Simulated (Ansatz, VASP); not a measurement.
# MgI2 in VASP and in Ansatz

Contents of INCAR:

```
ALGO = Normal
EDIFF = 1E-6
ENCUT = 520
GGA = PS
ISIF = 2
ISMEAR = 0
LASPH = T
LCHARG = F
LREAL = F
LWAVE = F
NBANDS = 15
NELM = 60
PREC = Accurate
SIGMA = 0.02
```

Contents of KPOINTS:

```
k-points
0
Gamma
  6 6 4
```

File POSCAR:

```
MgI2
1.0
    4.1537001214      0.0000000000      0.0000000000
   -2.0768500607      3.5972098248      0.0000000000
    0.0000000000      0.0000000000      6.8620000000
Mg I
1 2
Direct
    0.0000000000      0.0000000000      0.0218595162
    0.3333333333      0.6666666667      0.7576300000
    0.6666666667      0.3333333333      0.2423700000
```

Input for Ansatz:

```yaml
crystal:
  lattice:
    - [4.1537001214, 0.0, 0.0]
    - [-2.0768500607, 3.5972098248, 0.0]
    - [0.0, 0.0, 6.862]
  atoms:
    - { symbol: Mg, position: [0.0, 0.0, 0.0218595162] }
    - { symbol: I, position: [0.3333333333, 0.6666666667, 0.75763] }
    - { symbol: I, position: [0.6666666667, 0.3333333333, 0.24237] }
basis:
  ecutwfc: 420
kpoints:
  mp_grid: { grid: [6, 6, 4] }
hamiltonian:
  xc: pbesol
scf:
  occupations: { method: gaussian, width: 0.02 }
output:
  forces: true
  stress: true
  eigenvalues: true
```

Change from the starting cell: one atom moved.

Alike in both runs: task single point; functional PBEsol; k mesh 6 × 6 × 4; occupations gaussian, width 0.02 eV; no spin polarisation.

```csv
,VASP,Ansatz
version,VASP 6.6.1,Ansatz 0.2.0
potentials or method,"VASP PAW PBE potentials, release 64 (Mg, I), cutoff 520 eV","scalar-relativistic, plane waves, PAW"
valence electrons in the cell,16,44
```

|  | VASP | Ansatz | Ansatz less VASP |
| --- | --- | --- | --- |
| gap on the k mesh at the Fermi level (eV) | 3.27 | 3.28 | +0.012 |
| least direct gap on the mesh (eV) | 3.35 | 3.36 | +0.008 |
| pressure (GPa) | 0.0 | 0.0 | +0.02 |
| rms of the force components (eV/Å) | 0.338 | 0.338 | -0.0006 |

VASP's potentials were made for PBE, not for PBEsol. Atom by atom the forces differ by 0.002 eV/Å (rms over components). With one functional, cell and mesh, what is left measures potentials, basis and numerics. VASP's potentials hold 16 valence electrons a cell and Ansatz's 44, so a difference there can come from the potentials and not from the codes.

Neither program's run includes spin-orbit coupling.
